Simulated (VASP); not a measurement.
A run of VASP 6.6.1 is set up as follows.

INCAR

```
SYSTEM = Pt9Rh7
  PREC = Accurate
  ENCUT = 520
  EDIFF = 1E-6
  ISMEAR = 0
  SIGMA = 0.1
  LREAL = Auto
  LASPH = .TRUE.
  NELM = 100
  ALGO = Fast
  ISIF = 2
  LWAVE = .FALSE.
  LCHARG = .FALSE.
  GGA = PE
  ISYM = 0
  NBANDS = 112
```

File KPOINTS:

```
regular mesh
0
G
  3 3 3
  0 0 0
```

The input POSCAR:

```
Pt9Rh7
1.0
   -3.9057344291      3.9062947821     -3.9114817026
    3.9058994383      3.9047851882      3.9098070995
    3.9071095331     -3.9046201790     -3.9111822035
Rh Pt
7 9
Direct
    0.2501260994      0.2472107702      0.4962709918
    0.4938325401      0.2473661508      0.2480536200
    1.0067596716      1.0009599886      0.0069081087
    0.2502175100      0.4956340015      0.2475850746
    1.0019253945      0.7499520770      0.2481128536
    0.4983759633      0.4985040639      0.0012129323
    0.2503372731      0.7499591811      1.0045628484
    0.2501860484      0.0009112128      0.7528980686
    1.0055369086      0.2517772013      0.7548670459
    0.4949208490      0.9965714328      0.4951075137
    0.7504158200      0.5011631431      0.7530382520
    0.4991166920      0.7454121513      0.7505209660
    0.0010436567      0.4984782300      0.4990906297
    0.7504037435      0.9963742458      0.2482859823
    0.7479277418      0.7452050560      0.4969513534
    0.7522523144      0.2518601559      1.0037583651
```

Potentials or basis: VASP PAW PBE potentials, release 64 (Rh_pv, Pt).

Command:

```bash
$ cat potpaw_PBE.64/Rh_pv/POTCAR potpaw_PBE.64/Pt/POTCAR > POTCAR
$ mpirun -np 1 vasp_std > vasp.out
```

Predict the band gap on the k mesh.

zero (an odd number of electrons rules out a gap without spin polarisation).

What does it give for the pressure?

-0.5 GPa.

Stress tensor (GPa, compression positive):
```
-0.42  0.00  0.00
 0.00 -0.43  0.00
 0.00  0.00 -0.59
```

Caveat: the k points lie up to 0.38 Å⁻¹ apart, too coarse for converged energies and pressures of a metal; spin-orbit coupling is left out, which moves the levels of the heavy elements.
